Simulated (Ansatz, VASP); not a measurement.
## Si: VASP beside Ansatz

```xyz
2
Lattice="0.0000 2.7577 2.7577 2.7577 0.0000 2.7577 2.7577 2.7577 0.0000" Properties=species:S:1:pos:R:3 pbc="T T T"
Si    2.7577    2.7577    2.7577
Si    4.1365    4.1365    4.1365
```

Change from the starting cell: volume scaled by 1.04.

Alike in both runs: task single point; functional BLYP; k mesh 8 × 8 × 8; occupations fermi-dirac, width 0.05 eV; collinear spin.

```csv
,VASP,Ansatz
version,VASP 6.6.1,Ansatz 0.2.0
potentials or method,"VASP PAW PBE potentials, release 64 (Si), cutoff 520 eV","all-electron LAPW, scalar-relativistic"
```

```tsv
	VASP	Ansatz	Ansatz less VASP
gap on the k mesh at the Fermi level (eV)	0.90	0.90	-0.008
least direct gap on the mesh (eV)	2.60	2.58	-0.020
pressure (GPa)	0.9	0.7	-0.14
net moment per atom (μB)	0.00	0.00	0.000
```

VASP's potentials were made for PBE, not for BLYP. Ansatz ran all-electron here, and VASP with PAW potentials.
